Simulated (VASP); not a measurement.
Crystal: Ti.

```
Ti
1.0
    -1.66692    1.66692    1.66692
     1.66692   -1.66692    1.66692
     1.66692    1.66692   -1.66692
Ti
1
Direct
  0.00000 0.00000 0.00000
```

Base run:

```yaml
Program: VASP 6.6.1
Functional: PBEsol
Potentials_or_basis: VASP PAW PBE potentials, release 64 (Ti_sv)
Cutoff: 520 eV
k_mesh: 22 × 22 × 22
Occupations: gaussian, width 0.15 eV
Spin: collinear spin, ferromagnetic start
Starting_moments: "[0.875] μB"
Fixed_moment: 0.875 μB
```

Its results: pressure -9.2 GPa; site moments Ti +0.61 μB.

Problem. The run is repeated on the same cell with these changes: fixed moment from 0.875 μB to 1 μB; moments at the start from [0.88] to [1.0]. What comes out?

Solution. Pressure -8.8 GPa; site moments Ti +0.69 μB.

Caveats: the PAW data sets were made with another functional, which shifts forces and pressure a little; the total moment is fixed, so each spin has its own Fermi level.
